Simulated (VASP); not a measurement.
# MgO (P1) in VASP: single point with PBE+D3(BJ)

Aim: the single point of MgO with PBE+D3(BJ).

All numbers are computed with VASP 6.6.1; they aren't measurements. Logs are shortened: lines on timing, memory, paths and dates and some standing lists are left out, and cuts for length are marked.

## Step 1: The cell of the first run

The typed cell holds 8 atoms: a = 5.964 Å, b = 5.964 Å, c = 2.982 Å, α = 60.00°, β = 60.00°, γ = 60.00°.

## Step 2: Single point, PBE+D3(BJ)

Contents of INCAR:

```
ALGO = Normal
EDIFF = 1E-6
ENCUT = 520
GGA = PE
GGA_COMPAT = False
ISIF = 2
ISMEAR = 0
IVDW = 12
LASPH = True
LCHARG = False
LREAL = False
LWAVE = False
NBANDS = 26
NELM = 120
PREC = Accurate
SIGMA = 0.01
```

Contents of KPOINTS:

```
k-points
0
Gamma
  1 1 1
```

Contents of POSCAR:

```
MgO
1.0
    5.9637380000      0.0000000000      0.0000000000
    2.9818690000      5.1647486095      0.0000000000
    1.4909345000      0.8607914349      2.4346858433
Mg O
4 4
Direct
    0.0119748476     -0.0125743298      0.0006822235
    0.0186990737      0.4934961406     -0.0186508662
    0.5180879114     -0.0025347154      0.0077291286
    0.5275429361      0.5070738738     -0.0506894967
    0.2165575321      0.2664720143      0.5148750519
    0.2711065099      0.7369352085      0.5163282168
    0.7379764910      0.2669640492      0.4713055704
    0.7464394626      0.7876040962      0.4952487005
```

Potentials or basis: VASP PAW PBE potentials, release 64 (Mg, O).

On the command line:

```console
cat potpaw_PBE.64/Mg/POTCAR potpaw_PBE.64/O/POTCAR > POTCAR
mpirun -np 1 vasp_gam > vasp.out
```

OUTCAR:

```text
EDIFF = 1E-6
   ENCUT = 520
   GGA = PE
   ISIF = 2
   ISMEAR = 0
   IVDW = 12
   LASPH = True
   LREAL = False
   NELM = 120
   PREC = Accurate
 IVDW          = 12

 ion  position               nearest neighbor table
   1  0.012  0.987  0.001-   8 1.97   5 2.05   6 2.08   7 2.18   6 2.18   7 2.27   3 2.91   2 2.94
                             2 2.95   4 2.97   3 2.98   3 2.99   4 3.00   2 3.01   2 3.03   3 3.06
   2  0.019  0.493  0.981-   5 1.95   5 1.97   6 2.09   7 2.15   8 2.19   8 2.33   4 2.91   1 2.94
                             4 2.94   1 2.95   3 2.97   3 3.00   1 3.01   4 3.03   1 3.03   4 3.06
   3  0.518  0.997  0.008-   8 1.97   8 2.00   7 2.07   6 2.14   5 2.22   5 2.32   4 2.87   1 2.91
                             2 2.97   1 2.98   4 2.98   4 2.99   1 2.99   2 3.00   1 3.06   4 3.10
   4  0.528  0.507  0.949-   7 1.99   6 2.00   7 2.03   8 2.12   6 2.17   5 2.34   3 2.87   2 2.91
                             2 2.94   1 2.97   3 2.98   3 2.99   1 3.00   2 3.03   2 3.06   3 3.10
   5  0.217  0.266  0.515-   2 1.95   2 1.97   1 2.05   3 2.22   3 2.32   4 2.34
   6  0.271  0.737  0.516-   4 2.00   1 2.08   2 2.09   3 2.14   4 2.17   1 2.18
   7  0.738  0.267  0.471-   4 1.99   4 2.03   3 2.07   2 2.15   1 2.18   1 2.27
   8  0.746  0.788  0.495-   3 1.97   1 1.97   3 2.00   4 2.12   2 2.19   2 2.33

  LATTYP: Found a base centered orthorhombic cell.
 ALAT       =     5.9637380000
 B/A-ratio  =     1.4142135624
 C/A-ratio  =     0.5000000000

  Lattice vectors:

 A1 = (  -1.4909345000,  -4.3039571746,   2.4346858433)
 A2 = (   4.4728035000,  -0.8607914349,  -2.4346858433)
 A3 = (   1.4909345000,   0.8607914349,   2.4346858433)

Analysis of symmetry for initial positions (statically):
=====================================================================
 Subroutine PRICEL returns:
 Original cell was already a primitive cell.

 Routine SETGRP: Setting up the symmetry group for a
 base centered orthorhombic supercell.

 Subroutine GETGRP returns: Found  1 space group operations
 (whereof  1 operations were pure point group operations)
 out of a pool of  8 trial point group operations.

The static configuration has the point symmetry C_1 .

Analysis of symmetry for dynamics (positions and initial velocities):
=====================================================================
 Subroutine PRICEL returns:
 Original cell was already a primitive cell.

 Routine SETGRP: Setting up the symmetry group for a
 base centered orthorhombic supercell.

 Subroutine GETGRP returns: Found  1 space group operations
 (whereof  1 operations were pure point group operations)
 out of a pool of  8 trial point group operations.

The dynamic configuration has the point symmetry C_1 .

 Subroutine INISYM returns: Found  1 space group operations
 (whereof  1 operations are pure point group operations),
 and found     1 'primitive' translations

[... 96 lines left out ...]
   EFERMI =   0.00;   METHOD = LEGACY
   ISMEAR =     0;   SIGMA  =   0.01  broadening in eV -4-tet -1-fermi 0-gaus
   EFERMI_NEDOS =   21; number of points for ismear=-14 and -15
   IALGO  =     38    algorithm
   IMIX   =      4    mixing-type and parameters
     AMIX     =   0.40;   BMIX     =  1.00
     AMIX_MAG =   1.60;   BMIX_MAG =  1.00
  volume/ion in A,a.u.               =       9.37        63.26
  Fermi-wavevector in a.u.,A,eV,Ry     =   1.232503  2.329093 20.668111  1.519063
  Thomas-Fermi vector in A             =   2.367270
   LORBIT       =      0    0 simple, 1 ext, 2 COOP (PROOUT), +10 PAW based schemes
   GGA     = PE    functional components
   LHFCALC =     F    Hartree Fock is set to
   AEXX    =    0.0000 exact exchange contribution
   IVDW    =    12    specifies the selected vdW correction
   LEPSILON=     F    determine dielectric tensor
   LRPA    =     F    only Hartree local field effects (RPA)
 non-spin polarized calculation
 Gauss-broadening in eV      SIGMA  =   0.01
  energy-cutoff  :      520.00
  volume of cell :       74.99
 maximum number of plane-waves:      1014
 NGX is ok and might be reduce to    48
   NGX = 23   NGY = 23   NGZ = 11

 number of electron      31.9999999 magnetization

 Free energy of the ion-electron system (eV)
  ---------------------------------------------------
  ext. energy  EPLUGINS =         0.00000000
  ---------------------------------------------------
  free energy    TOTEN  =       -38.50625788 eV

  energy without entropy =      -38.50625788  energy(sigma->0) =      -38.50625788

 E-fermi :   4.1660     XC(G=0): -10.8538

 val. band max:        4.0695133355   @ k =   0.0000   0.0000   0.0000
 cond. band min:       8.1617495141   @ k =   0.0000   0.0000   0.0000
 fundamental gap:      4.0922361786
 Fermi energy:         4.1659618009

 k-point     1 :       0.0000    0.0000    0.0000
  band No.  band energies     occupation
      1     -13.4179      2.00000
      2     -12.1416      2.00000
      3     -11.9361      2.00000
      4     -11.6034      2.00000
      5      -1.0017      2.00000
      6      -0.9777      2.00000
[... 18 lines left out ...]
     25      18.9480      0.00000
     26      19.2912      0.00000

------------------------ aborting loop because EDIFF is reached ----------------------------------------

 Edisp (eV)   -2.33678

 E8    (eV) :    -0.9151

  FORCE on cell =-STRESS in cart. coord.  units (eV):
  Direction    XX          YY          ZZ          XY          YZ          ZX
  --------------------------------------------------------------------------------------
  -------------------------------------------------------------------------------------
  Total       5.92189     4.22858    10.01876     1.33478     2.43323     4.02901
  in kB     126.52036    90.34289   214.04935    28.51733    51.98566    86.07928
  external pressure =      143.64 kB  Pullay stress =        0.00 kB

 VOLUME and BASIS-vectors are now :
 -----------------------------------------------------------------------------
  energy-cutoff  :      520.00
  volume of cell :       74.99
      direct lattice vectors                 reciprocal lattice vectors
     5.963738000  0.000000000  0.000000000     0.167680069 -0.096810133 -0.068455102
     2.981869000  5.164748610  0.000000000     0.000000000  0.193620266 -0.068455102
     1.490934500  0.860791435  2.434685843     0.000000000  0.000000000  0.410730609

 POSITION                                       TOTAL-FORCE (eV/Angst)
 -----------------------------------------------------------------------------------
      3.01681      5.10039      0.00166         0.549366      0.655636     -0.304900
      3.04618      3.39352      2.38928         0.272755     -0.679384      0.139547
      6.07557      5.15831      0.01882        -0.223067      0.307627     -0.159184
      6.07352      3.43607      2.31127        -0.366635     -0.171948      0.814131
      2.85372      1.81946      1.25356        -0.122739     -0.102276     -0.115299
      4.58406      4.25054      1.25710        -0.125784      0.159498     -0.499366
      5.89984      1.78450      1.14748         0.520315      0.020527      0.256968
      7.53849      4.49408      1.20578        -0.504211     -0.189680     -0.131896
 -----------------------------------------------------------------------------------
    total drift:                               -0.000052      0.000380      0.000207

  FREE ENERGIE OF THE ION-ELECTRON SYSTEM (eV)
  ---------------------------------------------------
  free  energy   TOTEN  =       -40.8430334388 eV

  energy  without entropy=      -40.8430334388  energy(sigma->0) =      -40.84303344
```

Wall time 13 s (1 thread of AMD EPYC 7R43 (Zen 3), shared host); peak memory 0.19 GiB.

What came out:

| Quantity | Value |
| --- | --- |
| Free energy | -40.8430 eV |
| Pressure | 14.4 GPa |
| Largest force | 0.909 eV/Å |
| Dispersion energy per atom | -0.292 eV |

Forces on the atoms (eV/Å):
```
Mg   0.549  0.656 -0.305
Mg   0.273 -0.679  0.140
Mg  -0.223  0.308 -0.159
Mg  -0.367 -0.172  0.814
O   -0.123 -0.102 -0.115
O   -0.126  0.159 -0.499
O    0.520  0.021  0.257
O   -0.504 -0.190 -0.132
```

Caveat: the k points lie up to 2.11 Å⁻¹ apart.
